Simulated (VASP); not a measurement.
# Al (I4/mmm) in VASP: further runs, part 2 of 2

VASP 6.6.1. The steps go on from the part before.

## Step 6: Single point, r2SCAN (strain +0.050 along x and y, +0.000 along z)

Contents of POSCAR:

```
Al
1.0
   -1.6707796245      1.6707796245      1.5912186900
    1.6707796245     -1.6707796245      1.5912186900
    1.6707796245      1.6707796245     -1.5912186900
Al
1
Direct
    0.0000000000      0.0000000000      0.0000000000
```

Contents of INCAR.step1:

```
SYSTEM = Al
  PREC = Accurate
  ENCUT = 520
  ISMEAR = 0
  SIGMA = 0.15
  LREAL = .False.
  LASPH = .True.
  NELM = 60
  NBANDS = 8
  GGA = PE
  ALGO = Normal
  EDIFF = 1E-4
  LWAVE = .True.
  LCHARG = .False.
```

Contents of INCAR.step2:

```
SYSTEM = Al
  PREC = Accurate
  ENCUT = 520
  EDIFF = 1E-7
  ISMEAR = 0
  SIGMA = 0.15
  LREAL = .False.
  LASPH = .True.
  NELM = 60
  ALGO = Normal
  ISIF = 2
  LWAVE = .False.
  LCHARG = .False.
  METAGGA = R2SCAN
  LMIXTAU = .True.
  NBANDS = 8
  ISTART = 1
```

Contents of KPOINTS:

```
regular mesh
0
Gamma
  20 20 20
  0 0 0
```

Potentials or basis: VASP PAW PBE potentials, release 64 (Al).

On the command line:

```bash
$ cat potpaw_PBE.64/Al/POTCAR > POTCAR
$ cp INCAR.step1 INCAR
$ mpirun -np 1 vasp_std > vasp.out
$ cp INCAR.step2 INCAR
$ mpirun -np 1 vasp_std > vasp.out
```

OUTCAR:

```text
SYSTEM = Al
   PREC = Accurate
   ENCUT = 520
   EDIFF = 1E-7
   ISMEAR = 0
   LREAL = .False.
   LASPH = .True.
   NELM = 60
   ISIF = 2
   METAGGA = R2SCAN
   ISTART = 1

 ion  position               nearest neighbor table
   1  0.000  0.000  0.000-

  LATTYP: Found a body centered tetragonal cell.
 ALAT       =     3.3415592490
 C/A-ratio  =     0.9523809524

  Lattice vectors:

 A1 = (  -1.6707796245,   1.6707796245,   1.5912186900)
 A2 = (   1.6707796245,  -1.6707796245,   1.5912186900)
 A3 = (   1.6707796245,   1.6707796245,  -1.5912186900)

Analysis of symmetry for initial positions (statically):
=====================================================================
 Subroutine PRICEL returns:
 Original cell was already a primitive cell.

 Routine SETGRP: Setting up the symmetry group for a
 body centered tetragonal supercell.

 Subroutine GETGRP returns: Found 16 space group operations
 (whereof 16 operations were pure point group operations)
 out of a pool of 16 trial point group operations.

The static configuration has the point symmetry D_4h.

Analysis of symmetry for dynamics (positions and initial velocities):
=====================================================================
 Subroutine PRICEL returns:
 Original cell was already a primitive cell.

 Routine SETGRP: Setting up the symmetry group for a
 body centered tetragonal supercell.

 Subroutine GETGRP returns: Found 16 space group operations
 (whereof 16 operations were pure point group operations)
 out of a pool of 16 trial point group operations.

The dynamic configuration has the point symmetry D_4h.

 Subroutine INISYM returns: Found 16 space group operations
 (whereof 16 operations are pure point group operations),
 and found     1 'primitive' translations

----------------------------------------------------------------------------------------

                                     Primitive cell

  volume of cell :      17.7676

  direct lattice vectors                    reciprocal lattice vectors
    -1.670779624  1.670779624  1.591218690     0.000000000  0.299261490  0.314224565
     1.670779624 -1.670779624  1.591218690     0.299261490  0.000000000  0.314224565
     1.670779624  1.670779624 -1.591218690     0.299261490  0.299261490  0.000000000

  length of vectors
     2.848681454  2.848681454  2.848681454     0.433929161  0.433929161  0.423219658

  position of ions in fractional coordinates (direct lattice)
     0.000000000  0.000000000  0.000000000

  ion indices of the primitive-cell ions
   primitive index   ion index
                 1           1

----------------------------------------------------------------------------------------

 KPOINTS: regular mesh

Automatic generation of k-mesh.
 Grid dimensions read from file:
 generate k-points for:   20   20   20

 Generating k-lattice:

  Cartesian coordinates                     Fractional coordinates (reciprocal lattice)
     0.000000000  0.014963075  0.015711228     0.050000000 -0.000000000  0.000000000
     0.014963075  0.000000000  0.015711228    -0.000000000  0.050000000  0.000000000
     0.014963075  0.014963075  0.000000000     0.000000000  0.000000000  0.050000000

  Length of vectors
     0.021696458  0.021696458  0.021160983

  Shift w.r.t. Gamma in fractional coordinates (k-lattice)
     0.000000000  0.000000000  0.000000000

 Subroutine IBZKPT returns following result:
 ===========================================

 Found    641 irreducible k-points:

 Following reciprocal coordinates:
            Coordinates               Weight
  0.000000  0.000000  0.000000      1.000000
  0.050000  0.000000 -0.000000      8.000000
  0.100000 -0.000000  0.000000      8.000000
  0.150000 -0.000000  0.000000      8.000000
  0.200000 -0.000000  0.000000      8.000000
  0.250000  0.000000 -0.000000      8.000000
[... 16 lines left out ...]
 -0.400000  0.050000  0.000000     16.000000
 -0.350000  0.050000 -0.000000     16.000000
 [... further k-points ...]
   k-points           NKPTS =    641   k-points in BZ     NKDIM =    641   number of bands    NBANDS=      8
   number of dos      NEDOS =    301   number of ions     NIONS =      1
   total plane-waves  NPLWV =  13824
   dimension x,y,z NGX =    24 NGY =   24 NGZ =   24
   dimension x,y,z NGXF=    48 NGYF=   48 NGZF=   48
   ions per type =               1
   NGX,Y,Z   is equivalent  to a cutoff of  14.01, 14.01, 14.01 a.u.
   NGXF,Y,Z  is equivalent  to a cutoff of  28.01, 28.01, 28.01 a.u.
 SYSTEM =  Al
   PREC   = accura    normal or accurate (medium, high low for compatibility)
   ISTART =      1    job   : 0-new  1-cont  2-samecut
   ICHARG =      0    charge: 1-file 2-atom 10-const
   ISPIN  =      1    spin polarized calculation?
   LNONCOLLINEAR =      F non collinear calculations
   LSORBIT =      F    spin-orbit coupling
   LASPH  =      T    aspherical Exc in radial PAW
   ENCUT  =  520.0 eV  38.22 Ry    6.18 a.u.   5.30  5.30  5.30*2*pi/ulx,y,z
   NELM   =     60;   NELMIN=  2; NELMDL=  0     # of ELM steps
   EDIFF  = 0.1E-06   stopping-criterion for ELM
   LREAL  =      F    real-space projection
   EDIFFG = 0.1E-05   stopping-criterion for IOM
   NSW    =      0    number of steps for IOM
   IBRION =     -1    ionic relax: 0-MD 1-quasi-New 2-CG
   NFREE  =      0    steps in history (QN), initial steepest desc. (CG)
   ISIF   =      2    stress and relaxation
   ISYM   =      2    0-nonsym 1-usesym 2-fastsym
   POTIM  = 0.5000    time-step for ionic-motion
   TEBEG  =    0.0;   TEEND  =   0.0 temperature during run
   PSTRESS=    0.0 pullay stress
   NELECT =       3.0000    total number of electrons
   NUPDOWN=      -1.0000    fix difference up-down
   EMIN   =  10.00;   EMAX   =-10.00  energy-range for DOS
   EFERMI =   0.00;   METHOD = LEGACY
   ISMEAR =     0;   SIGMA  =   0.15  broadening in eV -4-tet -1-fermi 0-gaus
   EFERMI_NEDOS =   21; number of points for ismear=-14 and -15
   IALGO  =     38    algorithm
   IMIX   =      4    mixing-type and parameters
     AMIX     =   0.40;   BMIX     =  1.00
     AMIX_MAG =   1.60;   BMIX_MAG =  1.00
  volume/ion in A,a.u.               =      17.77       119.90
  Fermi-wavevector in a.u.,A,eV,Ry     =   0.904842  1.709903 11.139609  0.818738
  Thomas-Fermi vector in A             =   2.028337
   LORBIT       =      0    0 simple, 1 ext, 2 COOP (PROOUT), +10 PAW based schemes
   METAGGA = R2SCAN    functional components
   LHFCALC =     F    Hartree Fock is set to
   AEXX    =    0.0000 exact exchange contribution
   IVDW    =     0    specifies the selected vdW correction
   LEPSILON=     F    determine dielectric tensor
   LRPA    =     F    only Hartree local field effects (RPA)
 non-spin polarized calculation
 Gauss-broadening in eV      SIGMA  =   0.15
  energy-cutoff  :      520.00
  volume of cell :       17.77
 maximum number of plane-waves:       490
 NGX is ok and might be reduce to    24
   NGX = 11   NGY = 11   NGZ = 11

 number of electron       3.0000000 magnetization

 Free energy of the ion-electron system (eV)
  ---------------------------------------------------
  ext. energy  EPLUGINS =         0.00000000
  ---------------------------------------------------
  free energy    TOTEN  =        -6.59337676 eV

  energy without entropy =       -6.58884371  energy(sigma->0) =       -6.59111023

 E-fermi :   7.2744     XC(G=0): -10.6550

 val. band max:        7.2699702805   @ k =   0.3500   0.2500   0.1500
 cond. band min:       7.2770153586   @ k =  -0.3500   0.5000   0.2000
 fundamental gap:      0.0070450781
 Fermi energy:         7.2743886395

 k-point     1 :       0.0000    0.0000    0.0000
  band No.  band energies     occupation
      1      -4.0687      2.00000
      2      20.1150      0.00000
      3      21.2963      0.00000
      4      21.2963      0.00000
      5      21.8021      0.00000
      6      21.8021      0.00000
      7      22.4434      0.00000
      8      23.2529      0.00000
[... 243 lines left out ...]
 k-point    24 :      -0.3500    0.0500   -0.0000
  band No.  band energies     occupation
      1      -0.9263      2.00000
      2       9.1067      0.00000
      3      14.7419      0.00000
      4      16.4711      0.00000
      5      18.2012      0.00000
      6      20.3272      0.00000
      7      26.2856      0.00000
      8      27.2970      0.00000

 [... further k-points ...]
[... 5 lines left out ...]
  --------------------------------------------------------------------------------------
  -------------------------------------------------------------------------------------
  Total       -0.6556701     -0.6556701     -0.8504267      0.0000000     -0.0000000      0.0000000
  in kB      -59.1245408    -59.1245408    -76.6865593      0.0000000     -0.0000000      0.0000000
  external PRESSURE =     -64.9785470 kB  Pullay stress =       0.0000000 kB

 VOLUME and BASIS-vectors are now :
 -----------------------------------------------------------------------------
  energy-cutoff  :      520.00
  volume of cell :       17.77
      direct lattice vectors                 reciprocal lattice vectors
    -1.670779624  1.670779624  1.591218690     0.000000000  0.299261490  0.314224565
     1.670779624 -1.670779624  1.591218690     0.299261490  0.000000000  0.314224565
     1.670779624  1.670779624 -1.591218690     0.299261490  0.299261490  0.000000000

 POSITION                                       TOTAL-FORCE (eV/Angst)
 -----------------------------------------------------------------------------------
      0.00000      0.00000      0.00000        -0.000000     -0.000000     -0.000000
 -----------------------------------------------------------------------------------
    total drift:                               -0.000000      0.000000      0.000000

  FREE ENERGIE OF THE ION-ELECTRON SYSTEM (eV)
  ---------------------------------------------------
  free  energy   TOTEN  =        -6.5933767597 eV

  energy  without entropy=       -6.5888437079  energy(sigma->0) =       -6.59111023
```

OUTCAR.step1:

```text
SYSTEM = Al
   PREC = Accurate
   ENCUT = 520
   ISMEAR = 0
   LREAL = .False.
   LASPH = .True.
   NELM = 60
[... 482 lines left out ...]
 -----------------------------------------------------------------------------------
      0.00000      0.00000      0.00000         0.000000     -0.000000      0.000000
 -----------------------------------------------------------------------------------
    total drift:                                0.000000      0.000000     -0.000000

  FREE ENERGIE OF THE ION-ELECTRON SYSTEM (eV)
  ---------------------------------------------------
  free  energy   TOTEN  =        -3.6463364318 eV

  energy  without entropy=       -3.6412028517  energy(sigma->0) =       -3.64376964
```

OSZICAR.step1:

```text
N       E                     dE             d eps       ncg     rms          rms(c)
DAV:   1    -0.233869085620E+01   -0.23387E+01   -0.83663E+02 10280   0.202E+02
DAV:   2    -0.366169325681E+01   -0.13230E+01   -0.12748E+01 14432   0.178E+01
DAV:   3    -0.366892458156E+01   -0.72313E-02   -0.72267E-02 12392   0.144E+00
DAV:   4    -0.366894640402E+01   -0.21822E-04   -0.21823E-04 15536   0.730E-02
DAV:   5    -0.366894646827E+01   -0.64252E-07   -0.64297E-07 12624   0.269E-03    0.113E+00
DAV:   6    -0.365561126957E+01    0.13335E-01   -0.22416E-03 11344   0.214E-01    0.655E-01
DAV:   7    -0.364634483279E+01    0.92664E-02   -0.65717E-03 11240   0.345E-01    0.129E-01
DAV:   8    -0.364633643179E+01    0.84010E-05   -0.21563E-05 13496   0.319E-02
   1 F= -.36463364E+01 E0= -.36437696E+01  d E =-.513358E-02
```

It took 2.5 min on 1 thread of Intel Xeon 6975P-C, shared host; peak memory 0.2 GiB.

What came out:

```
Free energy : -6.5934 eV
Pressure    : -6.5 GPa
```

Levels at points of the mesh, in eV from the Fermi level:
```csv
k point,band 1,band 2,band 3,band 4
"(0.00, 0.00, 0.00)",-11.34,12.84,14.02,14.02
"(0.50, 0.00, 0.00)",-4.34,-3.76,7.96,8.19
"(0.50, 0.50, 0.00)",-4.59,-4.23,8.91,9.25
"(0.50, 0.50, 0.50)",1.44,1.44,2.83,2.83
```

Caveat: the cell differs from its parent crystal (strain +0.050 along x and y, +0.000 along z); the PAW data sets were made with another functional, which shifts forces and pressure a little.

## Step 7: The runs side by side

```csv
cell,gap on the mesh (eV),pressure (GPa)
"a = 2.779 Å, angles 110.1, 110.1, 108.1°, 1 atom",none,-1.8
"a = 2.780 Å, angles 108.1, 108.1, 112.1°, 1 atom",none,-1.8
"a = 2.803 Å, angles 110.8, 110.8, 106.8°, 1 atom",none,-3.6
"a = 2.802 Å, angles 108.8, 108.8, 110.8°, 1 atom",none,-3.6
"a = 2.849 Å, angles 108.2, 108.2, 112.1°, 1 atom",none,-6.5
```

Alike in all rows: task single point; level r2SCAN; potentials or basis VASP PAW PBE potentials, release 64 (Al); no spin polarisation; k mesh 20 × 20 × 20; cutoff (eV) 520; smearing gaussian 0.15 eV.

Caveats: the PAW data sets were made with another functional, which shifts forces and pressure a little.

Total energies depend on the potentials used, so only differences within one code and one set of settings carry meaning.
